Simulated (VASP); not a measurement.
# PbSe: single point with r2SCAN

PbSe:

```xyz
8
Lattice="-2.9885 5.9825 3.0976 2.7969 -2.9584 5.9378 3.0187 3.0411 -0.0695" Properties=species:S:1:pos:R:3 pbc="T T T"
Pb   -2.6902    6.0047    3.3021
Pb    0.0697    6.1721    5.8537
Pb    2.9503    2.9960    6.1886
Pb    0.0478    3.2011    3.0434
Se    2.9628    3.1249    2.8841
Se    2.9154    0.0454    5.9672
Se   -0.0243    5.9190    3.0433
Se    0.1308    2.8676    6.1379
```

| Property | Result |
| --- | --- |
| Program | VASP 6.6.1 |
| Task | single point |
| Functional | r2SCAN |
| Potentials or basis | VASP PAW PBE potentials, release 64 (Pb_d, Se) |
| Cutoff | 520 eV |
| k mesh | 3 × 3 × 5 |
| Occupations | fermi-dirac, width 0.0236 eV |
| Spin | no spin polarisation |

```yaml
Pressure: 7.6 GPa
Largest_force: 2.281 eV/Å
Band_gap_on_the_k_mesh: 0.42 eV
```

Forces on the atoms (eV/Å):
```
Pb  -1.978  0.685 -0.905
Pb   0.308 -0.280  1.502
Pb   0.474  0.106 -1.191
Pb   0.326 -1.343  0.106
Se   0.267 -0.238  0.950
Se   0.299 -0.498 -0.170
Se   1.377  0.937  0.121
Se  -1.073  0.631 -0.415
```

Stress tensor (GPa, compression positive):
```
 8.47 -0.06  0.48
-0.06  6.68  0.16
 0.48  0.16  7.56
```

Levels at points of the mesh, in eV from the valence-band top:
```tsv
k point	band 38	band 39	band 40	band 41	band 42	band 43
(0.00, 0.00, 0.00)	-1.81	-1.57	0.00	0.42	1.79	1.96
```

Run time: 19 min on 1 thread of Oxide Virtual Turin-like Processor, with other jobs on the host, peak memory 0.4 GiB.

Caveat: the cell stands under pressure; the PAW data sets were made with another functional, which shifts forces and pressure a little; spin-orbit coupling is left out, which moves the levels of the heavy elements; an odd mesh through Γ misses points on the zone boundary, where band edges can lie.
